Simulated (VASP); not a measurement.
A run of VASP 6.6.1 is set up as follows.

File POSCAR:

```
Sc
1.0
    0.0000000000      2.2137375000      2.2705000000
    2.2137375000      0.0000000000      2.2705000000
    2.2137375000      2.2137375000      0.0000000000
Sc
1
Direct
    0.0000000000      0.0000000000      0.0000000000
```

Contents of INCAR.step1:

```
ALGO     = Normal         # electronic algorithm
EDIFF    = 1E-4           # SCF threshold, eV
ENCUT    = 520            # plane-wave cutoff, eV
GGA      = PE             # functional
ISMEAR   = 0              # smearing method
LASPH    = True           # aspherical terms in the spheres
LCHARG   = False          # write CHGCAR
LREAL    = False          # projectors in reciprocal space
LWAVE    = True           # write WAVECAR
NBANDS   = 12             # bands
NELM     = 60             # most SCF steps
PREC     = Accurate       # precision mode
SIGMA    = 0.15           # smearing width, eV
```

Contents of INCAR.step2:

```
ALGO     = Normal         # electronic algorithm
EDIFF    = 1E-7           # SCF threshold, eV
ENCUT    = 520            # plane-wave cutoff, eV
ISIF     = 2              # what is computed and relaxed
ISMEAR   = 0              # smearing method
ISTART   = 1            
LASPH    = True           # aspherical terms in the spheres
LCHARG   = True           # write CHGCAR
LELF     = True           # ELF
LMIXTAU  = True         
LREAL    = False          # projectors in reciprocal space
LVHAR    = True         
LWAVE    = False          # write WAVECAR
METAGGA  = R2SCAN         # meta-GGA
NBANDS   = 12             # bands
NELM     = 60             # most SCF steps
PREC     = Accurate       # precision mode
SIGMA    = 0.15           # smearing width, eV
```

Contents of KPOINTS:

```
k-points
0
Gamma
  18 18 18
```

Potentials or basis: VASP PAW PBE potentials, release 64 (Sc_sv).

Launch:

```sh
$ cat potpaw_PBE.64/Sc_sv/POTCAR > POTCAR
$ cp INCAR.step1 INCAR
$ mpirun -np 1 vasp_std > vasp.out
$ cp INCAR.step2 INCAR
$ mpirun -np 1 vasp_std > vasp.out
```

(1) What does it give for the band gap on the k mesh?

(2) Estimate the pressure.

Answers

(1) zero (an odd number of electrons rules out a gap without spin polarisation).

(2) 7.7 GPa.

Caveat: the cell differs from its parent crystal (strain -0.025 along x and y, +0.000 along z); the cell stands under pressure; the PAW data sets were made with another functional, which shifts forces and pressure a little.
